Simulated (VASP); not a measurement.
Input of a VASP 6.6.1 run:

File POSCAR:

```
Ga
1.0
    2.2318501700     -3.7932285796      0.0000000000
    2.2318501700      3.7932285796      0.0000000000
    0.0000000000      0.0000000000      4.5346411306
Ga
4
Direct
    0.8442341977      0.1557658023      0.0855794111
    0.6557658023      0.3442341977      0.5855794111
    0.1557658023      0.8442341977      0.9144205889
    0.3442341977      0.6557658023      0.4144205889
```

File INCAR.step1:

```
SYSTEM = Ga
  ALGO = Normal
  EDIFF = 1E-4
  ENCUT = 520
  GGA = PE
  ISMEAR = 0
  LASPH = .True.
  LCHARG = .False.
  LREAL = .False.
  LWAVE = .True.
  NBANDS = 34
  NELM = 80
  PREC = Accurate
  SIGMA = 0.3
```

File INCAR.step2:

```
SYSTEM = Ga
  ALGO = Normal
  EDIFF = 1E-6
  ENCUT = 520
  ISIF = 2
  ISMEAR = 0
  ISTART = 1
  LASPH = .True.
  LCHARG = .False.
  LMIXTAU = .True.
  LREAL = .False.
  LWAVE = .False.
  METAGGA = R2SCAN
  NBANDS = 34
  NELM = 80
  PREC = Accurate
  SIGMA = 0.3
```

The input KPOINTS:

```
k-points
0
Gamma
  8 8 7
  0 0 0
```

Potentials or basis: VASP PAW PBE potentials, release 64 (Ga_d).

Run with:

```console
$ cat potpaw_PBE.64/Ga_d/POTCAR > POTCAR
$ cp INCAR.step1 INCAR
$ mpirun -np 1 vasp_std > vasp.out
$ cp INCAR.step2 INCAR
$ mpirun -np 1 vasp_std > vasp.out
```

Task: What does it give for the largest force?

Result: 0.010 eV/Å.

Task: Estimate the band gap on the k mesh.

Result: Zero (bands 26 and 27 overlap by 1.05 eV).

Task: What does it give for the pressure?

Result: 0.2 GPa.

Forces in eV/Å, atoms in the order of the input:
```
Ga   0.000 -0.006  0.008
Ga   0.000  0.006  0.008
Ga   0.000  0.006 -0.008
Ga   0.000 -0.006 -0.008
```

Caveat: so wide a smearing shifts energies and pressures; the PAW data sets were made with another functional, which shifts forces and pressure a little.
